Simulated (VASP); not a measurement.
Input of a VASP 6.6.1 run:

Contents of INCAR:

```
SYSTEM = Lu
  PREC = Accurate
  ENCUT = 520
  EDIFF = 1E-7
  ISMEAR = -1
  SIGMA = 0.1
  LREAL = .FALSE.
  LASPH = .TRUE.
  NELM = 80
  ALGO = Normal
  ISIF = 2
  LWAVE = .FALSE.
  LCHARG = .FALSE.
  GGA = CA
  NBANDS = 44
```

KPOINTS

```
Automatic mesh
0
G
  8 8 11
  0 0 0
```

POSCAR

```
Lu
1.0
    5.4180194936      0.0000000000      0.0000000000
   -2.7090097468      4.6921425197      0.0000000000
    0.0000000000      0.0000000000      3.4002369567
Lu
3
Direct
    1.0000000000      0.0000000000      1.0000000000
    0.3333333333      0.6666666667      0.5000000000
    0.6666666667      0.3333333333      0.5000000000
```

Potentials or basis: VASP PAW PBE potentials, release 64 (Lu).

Launch:

```console
$ cat potpaw_PBE.64/Lu/POTCAR > POTCAR
$ mpirun -np 1 vasp_std > vasp.out
```

(1) Estimate the pressure.

## Answers

(1) -4.7 GPa.

Caveat: the PAW data sets were made with another functional, which shifts forces and pressure a little.
